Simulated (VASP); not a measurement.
The system is BiSb3O2.

```xyz
6
Lattice="3.5984 0.0000 0.0000 0.0000 3.5984 0.0000 0.0000 0.0000 13.3904" Properties=species:S:1:pos:R:3 pbc="T T T"
Sb    0.0000    0.0000    8.9015
Sb    0.0000    0.0000    4.4889
Sb    1.7992    1.7992    6.6952
Bi    0.0000    0.0000    0.0000
O     1.7992    1.7992   11.6247
O     1.7992    1.7992    1.7656
```

The cell was built from a structure type or drawn by symmetry, and may not be a known phase.

* Program: VASP 6.6.1
* Task: relaxation of cell and atoms
* Functional: PBE
* Potentials or basis: VASP PAW PBE potentials, release 64 (Sb, Bi_d, O)
* Cutoff: 600 eV
* k mesh: 6 × 6 × 2
* Occupations: gaussian, width 0.1 eV
* Spin: no spin polarisation

At the start: pressure -11.1 GPa; volume 28.90 Å³/atom.

**Question.** Where does the relaxation end?

**Answer.** Over 15 steps the energy falls by 661.0 meV/atom and the volume is 20.33 Å³/atom (-29.7 %); space group P4/mmm (No. 123, to 0.1 Å) before and after.

Step by step:
| step | energy change (eV) | largest force (eV/Å) | pressure (GPa) | volume (Å³) |
| --- | --- | --- | --- | --- |
| 1 | 0.0000 | 1.6363 | -11.12 | 173.38 |
| 2 | -2.3415 | 2.2928 | 0.41 | 127.74 |
| 3 | -2.3439 | 2.3739 | 1.17 | 126.48 |
| 4 | -2.9614 | 2.1464 | 2.15 | 122.31 |
| 5 | -3.2026 | 1.3679 | 9.10 | 111.95 |
| 6 | -3.3814 | 1.4095 | 5.07 | 116.39 |
| 7 | -3.7357 | 0.2175 | -2.89 | 125.72 |
| 8 | -3.7357 | 0.2119 | -2.95 | 125.81 |
| 9 | -3.9495 | 0.1227 | -0.55 | 122.24 |
| 10 | -3.9622 | 0.0894 | 0.21 | 121.39 |
| 11 | -3.9629 | 0.0838 | 0.46 | 121.12 |
| 12 | -3.9628 | 0.0826 | 0.55 | 121.03 |
| 13 | -3.9651 | 0.0538 | -0.12 | 122.05 |
| 14 | -3.9651 | 0.0495 | -0.05 | 121.94 |
| 15 | -3.9658 | 0.0304 | -0.07 | 121.96 |

Final structure:
```
CELL_PARAMETERS angstrom
3.15057 0.00000 0.00000
0.00000 3.15057 0.00000
0.00000 0.00000 12.28691
ATOMIC_POSITIONS crystal
Sb 0.00000 0.00000 0.71177
Sb 0.00000 0.00000 0.28823
Sb 0.50000 0.50000 0.50000
Bi 0.00000 0.00000 0.00000
O 0.50000 0.50000 0.89283
O 0.50000 0.50000 0.10717
```

Caveat: the volume moved by over 15 % at a fixed basis, so the end points are rough; the highest band is partly filled, so the run has too few bands.
